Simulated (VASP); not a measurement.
Input of a VASP 6.6.1 run:

INCAR

```
  PREC = Accurate
  ENCUT = 520
  EDIFF = 1E-6
  ISMEAR = -1
  SIGMA = 0.1
  LREAL = False
  LASPH = True
  NELM = 80
  ALGO = Normal
  ISIF = 2
  LWAVE = False
  LCHARG = False
  NBANDS = 42
```

Contents of KPOINTS:

```
regular mesh
0
Gamma
  7 7 7
```

The input POSCAR:

```
AgAu2
1.0
    5.0365880000      0.0000000000      0.0000000000
    0.0000000000      5.0365880000      0.0000000000
    0.0000000000      0.0000000000      5.0365880000
Ag Au
2 4
Direct
    0.0000000000      0.0000000000      0.0000000000
    0.5000000000      0.5000000000      0.5000000000
    0.2500000000      0.2500000000      0.2500000000
    0.2500000000      0.7500000000      0.7500000000
    0.7500000000      0.7500000000      0.2500000000
    0.7500000000      0.2500000000      0.7500000000
```

Potentials or basis: VASP PAW LDA potentials, release 64 (Ag, Au).

Launch:

```sh
$ cat potpaw_LDA.64/Ag/POTCAR potpaw_LDA.64/Au/POTCAR > POTCAR
$ mpirun -np 1 vasp_std > vasp.out
```

(1) Estimate the band gap on the k mesh.

(2) Predict the pressure.

## Answers

(1) zero (bands 33 and 34 overlap by 2.45 eV).

(2) 46.0 GPa.

Caveat: the cell stands under pressure; spin-orbit coupling is left out, which moves the levels of the heavy elements.
